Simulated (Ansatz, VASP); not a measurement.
**Hf5C3 in VASP and in Ansatz**

```
Hf C
1.0
     3.52205    0.00000    0.00000
     0.00000    3.44565    0.00000
     0.00000    0.00000   10.07815
Hf C
5 3
Cartesian
  0.0000 0.0000 5.0391
  0.0000 0.0000 0.0000
  1.7610 1.7228 0.0000
  1.7610 0.0000 7.4904
  1.7610 0.0000 2.5877
  0.0000 1.7228 8.3238
  0.0000 1.7228 1.7544
  1.7610 1.7228 5.0391
```

Change from the starting cell: species swapped into the Ti3Al5 type (Pmmm, No. 47).

Alike in both runs: functional PBE; k mesh 4 × 4 × 2; occupations gaussian, width 0.2 eV; no spin polarisation.

Ansatz relaxed the structure, and its values are those at the end. VASP's run is a single point on that final structure, the one shown.

```csv
,VASP,Ansatz
version,VASP 6.6.1,Ansatz 0.2.0
potentials or method,"VASP PAW PBE potentials, release 64 (Hf_pv, C), cutoff 520 eV","scalar-relativistic, plane waves, PAW"
valence electrons in the cell,62,142
```

|  | VASP | Ansatz | Ansatz less VASP |
| --- | --- | --- | --- |
| gap on the k mesh at the Fermi level (eV) | none | none | - |
| pressure (GPa) | -1.2 | -0.2 | +1.03 |
| rms of the force components (eV/Å) | 0.016 | 0.020 | +0.0034 |

A gap of «none» marks a metal or a gap that the smearing closes. VASP's potentials hold 62 valence electrons a cell and Ansatz's 142, so a difference there can come from the potentials and not from the codes.

The k mesh is coarse, so the values compare programs but aren't converged. Neither program's run includes spin-orbit coupling.
